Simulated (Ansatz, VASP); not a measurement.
## O in VASP and in Ansatz

```xyz
2
Lattice="9.0000 0.0000 0.0000 0.0000 9.5000 0.0000 0.0000 0.0000 10.0000" Properties=species:S:1:pos:R:3 pbc="T T T"
O     4.5000    4.7500    4.4001
O     4.5000    4.7500    5.5999
```

Alike in both runs: functional LDA; k mesh 1 × 1 × 1; occupations fermi-dirac, width 0.02 eV; collinear spin.

Ansatz relaxed the structure, and its values are those at the end. VASP's run is a single point on that final structure, the one shown.

```csv
,VASP,Ansatz
version,VASP 6.6.1,Ansatz 0.2.0
potentials or method,"VASP PAW LDA potentials, release 64 (O_h), cutoff 1000 eV","plane waves, PAW"
valence electrons in the cell,12,12
```

Ansatz gave:

```
rms of the force components (eV/Å)                            : 0.001
net moment per atom (μB)                                      : 1.00
size of the moment on the site where the two differ most (μB) : 0.55
```

Question: Estimate VASP's values.

Answer: rms of the force components (eV/Å): 0.256; net moment per atom (μB): 1.00; size of the moment on the site where the two differ most (μB): 0.62.

LDA's correlation is that of Perdew and Zunger in VASP and of Perdew and Wang (1992) in Ansatz. Site moments also hang on the region over which each program counts them. One of these differences is far larger than is usual between the two programs; its cause wasn't traced. Ansatz's warnings: end state compared, stress scf threshold loose.
